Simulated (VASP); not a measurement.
# WS2 in VASP: notebook

WS2 is run at these levels: PBEsol; tasks: single point.

All numbers are computed with VASP 6.6.1; they aren't measurements. Logs are shortened: lines on timing, memory, paths and dates and some standing lists are left out, and cuts for length are marked.

### 1 The cell of the first run

The cell holds a slab with vacuum, 3 atoms: a = 3.184 Å, b = 3.184 Å, c = 17.629 Å, α = 90.00°, β = 90.00°, γ = 120.00°.

### 2 Single point, PBEsol (strain +0.000 along x and y, +0.040 along z)

Input file INCAR:

```
PREC = Accurate ; ENCUT = 520
EDIFF = 1E-7 ; ISMEAR = 0
SIGMA = 0.05 ; LREAL = F
LASPH = T ; NELM = 80
ALGO = Normal ; ISIF = 2
LWAVE = F ; LCHARG = F
GGA = PS ; NBANDS = 20
```

Input file KPOINTS:

```
regular mesh
0
Gamma
  12 12 2
```

Input file POSCAR:

```
WS2
1.0
    3.1835163552      0.0000000000      0.0000000000
   -1.5917581776      2.7570060369      0.0000000000
    0.0000000000      0.0000000000     17.6286010056
W S
1 2
Direct
    0.3333333333      0.6666666667      0.0000000000
    0.6666666667      0.3333333333      0.9079994900
    0.6666666667      0.3333333333      0.0920005100
```

Potentials or basis: VASP PAW PBE potentials, release 64 (W_sv, S).

Started as:

```bash
> cat potpaw_PBE.64/W_sv/POTCAR potpaw_PBE.64/S/POTCAR > POTCAR
> mpirun -np 1 vasp_std > vasp.out
```

OUTCAR:

```text
PREC = Accurate
   ENCUT = 520
   EDIFF = 1E-7
   ISMEAR = 0
   LREAL = F
   LASPH = T
   NELM = 80
   ISIF = 2
   GGA = PS

 ion  position               nearest neighbor table
   1  0.333  0.667  0.000-   2 2.45   3 2.45   2 2.45   3 2.45   2 2.45   3 2.45
   2  0.667  0.333  0.908-   1 2.45   1 2.45   1 2.45
   3  0.667  0.333  0.092-   1 2.45   1 2.45   1 2.45

  LATTYP: Found a hexagonal cell.
 ALAT       =     3.1835163552
 C/A-ratio  =     5.5374620510

  Lattice vectors:

 A1 = (   3.1835163552,   0.0000000000,   0.0000000000)
 A2 = (  -1.5917581776,   2.7570060369,   0.0000000000)
 A3 = (   0.0000000000,   0.0000000000,  17.6286010056)

Analysis of symmetry for initial positions (statically):
=====================================================================
 Subroutine PRICEL returns:
 Original cell was already a primitive cell.

 Routine SETGRP: Setting up the symmetry group for a
 hexagonal supercell.

 Subroutine GETGRP returns: Found 12 space group operations
 (whereof 12 operations were pure point group operations)
 out of a pool of 24 trial point group operations.

The static configuration has the point symmetry D_3h.

Analysis of symmetry for dynamics (positions and initial velocities):
=====================================================================
 Subroutine PRICEL returns:
 Original cell was already a primitive cell.

 Routine SETGRP: Setting up the symmetry group for a
 hexagonal supercell.

 Subroutine GETGRP returns: Found 12 space group operations
 (whereof 12 operations were pure point group operations)
 out of a pool of 24 trial point group operations.

The dynamic configuration has the point symmetry D_3h.

 Subroutine INISYM returns: Found 12 space group operations
 (whereof 12 operations are pure point group operations),
 and found     1 'primitive' translations

----------------------------------------------------------------------------------------

                                     Primitive cell

  volume of cell :     154.7258

  direct lattice vectors                    reciprocal lattice vectors
     3.183516355  0.000000000  0.000000000     0.314118066  0.181356150  0.000000000
    -1.591758178  2.757006037  0.000000000     0.000000000  0.362712300  0.000000000
     0.000000000  0.000000000 17.628601006     0.000000000  0.000000000  0.056725999

  length of vectors
     3.183516355  3.183516355 17.628601006     0.362712300  0.362712300  0.056725999

  position of ions in fractional coordinates (direct lattice)
     0.333333333  0.666666667  0.000000000
     0.666666667  0.333333333  0.907999490
     0.666666667  0.333333333  0.092000510

  ion indices of the primitive-cell ions
   primitive index   ion index
                 1           1
                 2           2
                 3           3

----------------------------------------------------------------------------------------

 KPOINTS: regular mesh

Automatic generation of k-mesh.
 Grid dimensions read from file:
 generate k-points for:   12   12    2

 Generating k-lattice:

  Cartesian coordinates                     Fractional coordinates (reciprocal lattice)
     0.026176505  0.015113012  0.000000000     0.083333333 -0.000000000  0.000000000
     0.000000000  0.030226025  0.000000000     0.000000000  0.083333333  0.000000000
     0.000000000  0.000000000  0.028362999     0.000000000  0.000000000  0.500000000

  Length of vectors
     0.030226025  0.030226025  0.028362999

  Shift w.r.t. Gamma in fractional coordinates (k-lattice)
     0.000000000  0.000000000  0.000000000

 Subroutine IBZKPT returns following result:
 ===========================================

 Found     38 irreducible k-points:

 Following reciprocal coordinates:
            Coordinates               Weight
  0.000000  0.000000  0.000000      1.000000
  0.083333  0.000000  0.000000      6.000000
  0.166667 -0.000000  0.000000      6.000000
  0.250000  0.000000  0.000000      6.000000
  0.333333 -0.000000  0.000000      6.000000
  0.416667  0.000000  0.000000      6.000000
[... 16 lines left out ...]
  0.250000  0.000000  0.500000      6.000000
  0.333333 -0.000000  0.500000      6.000000
 [... further k-points ...]
   k-points           NKPTS =     38   k-points in BZ     NKDIM =     38   number of bands    NBANDS=     20
   number of dos      NEDOS =    301   number of ions     NIONS =      3
   total plane-waves  NPLWV =  80640
   dimension x,y,z NGX =    24 NGY =   24 NGZ =  140
   dimension x,y,z NGXF=    48 NGYF=   48 NGZF=  280
   ions per type =               1   2
   NGX,Y,Z   is equivalent  to a cutoff of  12.53, 12.53, 13.20 a.u.
   NGXF,Y,Z  is equivalent  to a cutoff of  25.07, 25.07, 26.41 a.u.
 SYSTEM =  unknown system
   PREC   = accura    normal or accurate (medium, high low for compatibility)
   ISTART =      0    job   : 0-new  1-cont  2-samecut
   ICHARG =      2    charge: 1-file 2-atom 10-const
   ISPIN  =      1    spin polarized calculation?
   LNONCOLLINEAR =      F non collinear calculations
   LSORBIT =      F    spin-orbit coupling
   LASPH  =      T    aspherical Exc in radial PAW
   ENCUT  =  520.0 eV  38.22 Ry    6.18 a.u.   5.92  5.92 32.78*2*pi/ulx,y,z
   NELM   =     80;   NELMIN=  2; NELMDL= -5     # of ELM steps
   EDIFF  = 0.1E-06   stopping-criterion for ELM
   LREAL  =      F    real-space projection
   EDIFFG = 0.1E-05   stopping-criterion for IOM
   NSW    =      0    number of steps for IOM
   IBRION =     -1    ionic relax: 0-MD 1-quasi-New 2-CG
   NFREE  =      0    steps in history (QN), initial steepest desc. (CG)
   ISIF   =      2    stress and relaxation
   ISYM   =      2    0-nonsym 1-usesym 2-fastsym
   POTIM  = 0.5000    time-step for ionic-motion
   TEBEG  =    0.0;   TEEND  =   0.0 temperature during run
   PSTRESS=    0.0 pullay stress
   NELECT =      26.0000    total number of electrons
   NUPDOWN=      -1.0000    fix difference up-down
   EMIN   =  10.00;   EMAX   =-10.00  energy-range for DOS
   EFERMI =   0.00;   METHOD = LEGACY
   ISMEAR =     0;   SIGMA  =   0.05  broadening in eV -4-tet -1-fermi 0-gaus
   EFERMI_NEDOS =   21; number of points for ismear=-14 and -15
   IALGO  =     38    algorithm
   IMIX   =      4    mixing-type and parameters
     AMIX     =   0.40;   BMIX     =  1.00
     AMIX_MAG =   1.60;   BMIX_MAG =  1.00
  volume/ion in A,a.u.               =      51.58       348.05
  Fermi-wavevector in a.u.,A,eV,Ry     =   0.903396  1.707172 11.104058  0.816125
  Thomas-Fermi vector in A             =   2.026717
   LORBIT       =      0    0 simple, 1 ext, 2 COOP (PROOUT), +10 PAW based schemes
   GGA     = PS    functional components
   LHFCALC =     F    Hartree Fock is set to
   AEXX    =    0.0000 exact exchange contribution
   IVDW    =     0    specifies the selected vdW correction
   LEPSILON=     F    determine dielectric tensor
   LRPA    =     F    only Hartree local field effects (RPA)
 non-spin polarized calculation
 Gauss-broadening in eV      SIGMA  =   0.05
  energy-cutoff  :      520.00
  volume of cell :      154.73
 maximum number of plane-waves:      4214
 NGX is ok and might be reduce to    24
   NGX = 11   NGY = 11   NGZ = 65

 number of electron      25.9999998 magnetization

 Free energy of the ion-electron system (eV)
  ---------------------------------------------------
  ext. energy  EPLUGINS =         0.00000000
  ---------------------------------------------------
  free energy    TOTEN  =       -25.14883588 eV

  energy without entropy =      -25.14883588  energy(sigma->0) =      -25.14883588

 E-fermi :  -1.0135     XC(G=0):  -4.4256

 val. band max:       -1.3683385050   @ k =   0.3333   0.3333   0.5000
 cond. band min:       0.4471495882   @ k =   0.1667   0.1667   0.0000
 fundamental gap:      1.8154880931
 Fermi energy:        -1.0135118631

 k-point     1 :       0.0000    0.0000    0.0000
  band No.  band energies     occupation
      1     -75.4393      2.00000
      2     -39.6576      2.00000
      3     -39.4895      2.00000
      4     -39.4895      2.00000
      5     -15.9285      2.00000
      6     -14.4830      2.00000
[... 12 lines left out ...]
     19       4.1102      0.00000
     20       4.2043      0.00000

 k-point     2 :       0.0833    0.0000    0.0000
  band No.  band energies     occupation
      1     -75.4382      2.00000
      2     -39.6537      2.00000
      3     -39.5116      2.00000
      4     -39.4947      2.00000
      5     -15.8159      2.00000
      6     -14.4355      2.00000
[... 12 lines left out ...]
     19       4.2489      0.00000
     20       4.5329      0.00000

 k-point     3 :       0.1667   -0.0000    0.0000
  band No.  band energies     occupation
      1     -75.4352      2.00000
      2     -39.6431      2.00000
      3     -39.5714      2.00000
      4     -39.5088      2.00000
      5     -15.4947      2.00000
      6     -14.3000      2.00000
[... 12 lines left out ...]
     19       4.6467      0.00000
     20       5.2823      0.00000

 k-point     4 :       0.2500    0.0000    0.0000
  band No.  band energies     occupation
      1     -75.4311      2.00000
      2     -39.6522      2.00000
      3     -39.6286      2.00000
      4     -39.5279      2.00000
      5     -15.0148      2.00000
      6     -14.0998      2.00000
[... 12 lines left out ...]
     19       5.2514      0.00000
     20       5.7542      0.00000

 k-point     5 :       0.3333   -0.0000    0.0000
  band No.  band energies     occupation
      1     -75.4270      2.00000
      2     -39.7319      2.00000
      3     -39.6141      2.00000
      4     -39.5470      2.00000
      5     -14.4674      2.00000
      6     -13.8775      2.00000
[... 12 lines left out ...]
     19       5.8310      0.00000
     20       5.8674      0.00000
[... 353 lines left out ...]
      6     -14.4355      2.00000
[... 12 lines left out ...]
     19       4.0570      0.00000
     20       4.7374      0.00000

 k-point    22 :       0.1667   -0.0000    0.5000
  band No.  band energies     occupation
      1     -75.4352      2.00000
      2     -39.6431      2.00000
      3     -39.5714      2.00000
      4     -39.5088      2.00000
      5     -15.4947      2.00000
      6     -14.3000      2.00000
[... 12 lines left out ...]
     19       4.4616      0.00000
     20       5.7285      0.00000

 k-point    23 :       0.2500    0.0000    0.5000
  band No.  band energies     occupation
      1     -75.4311      2.00000
      2     -39.6522      2.00000
      3     -39.6286      2.00000
      4     -39.5279      2.00000
      5     -15.0148      2.00000
      6     -14.0997      2.00000
[... 12 lines left out ...]
     19       5.0967      0.00000
     20       6.0066      0.00000

 k-point    24 :       0.3333   -0.0000    0.5000
  band No.  band energies     occupation
      1     -75.4270      2.00000
      2     -39.7319      2.00000
      3     -39.6141      2.00000
      4     -39.5470      2.00000
      5     -14.4674      2.00000
      6     -13.8775      2.00000
[... 12 lines left out ...]
     19       5.8069      0.00000
     20       5.8894      0.00000

 [... further k-points ...]

------------------------ aborting loop because EDIFF is reached ----------------------------------------

  FORCE on cell =-STRESS in cart. coord.  units (eV):
  Direction    XX          YY          ZZ          XY          YZ          ZX
  --------------------------------------------------------------------------------------
  -------------------------------------------------------------------------------------
  Total       -2.5345380     -2.5345380     -4.0810895      0.0000000      0.0000000      0.0000000
  in kB      -26.2450098    -26.2450098    -42.2594701      0.0000000      0.0000000      0.0000000
  external PRESSURE =     -31.5831632 kB  Pullay stress =       0.0000000 kB

 VOLUME and BASIS-vectors are now :
 -----------------------------------------------------------------------------
  energy-cutoff  :      520.00
  volume of cell :      154.73
      direct lattice vectors                 reciprocal lattice vectors
     3.183516355  0.000000000  0.000000000     0.314118066  0.181356150  0.000000000
    -1.591758178  2.757006037  0.000000000     0.000000000  0.362712300  0.000000000
     0.000000000  0.000000000 17.628601006     0.000000000  0.000000000  0.056725999

 POSITION                                       TOTAL-FORCE (eV/Angst)
 -----------------------------------------------------------------------------------
     -0.00000      1.83800      0.00000        -0.000000      0.000000     -0.000000
      1.59176      0.91900     16.00676         0.000000     -0.000000      1.249746
      1.59176      0.91900      1.62184        -0.000000     -0.000000     -1.249746
 -----------------------------------------------------------------------------------
    total drift:                               -0.000000      0.000000     -0.000000

  FREE ENERGIE OF THE ION-ELECTRON SYSTEM (eV)
  ---------------------------------------------------
  free  energy   TOTEN  =       -25.1488358847 eV

  energy  without entropy=      -25.1488358847  energy(sigma->0) =      -25.14883588
```

Run time: 1.9 min. Hardware: 1 thread of AMD EPYC 9R45 (Zen 5), shared host; peak memory 0.29 GiB.

Results:

- Free energy: -25.1488 eV
- Largest force: 1.250 eV/Å
- Band gap on the k mesh: 1.82 eV, indirect (least direct gap 1.93 eV)

Forces in eV/Å, atoms in the order of the input:
```
W    0.000  0.000  0.000
S    0.000  0.000  1.250
S    0.000  0.000 -1.250
```

Caveat: the cell differs from its parent crystal (strain +0.000 along x and y, +0.040 along z); the PAW data sets were made with another functional, which shifts forces and pressure a little; spin-orbit coupling is left out, which moves the levels of the heavy elements.

(Continued in part 2 of 2.)
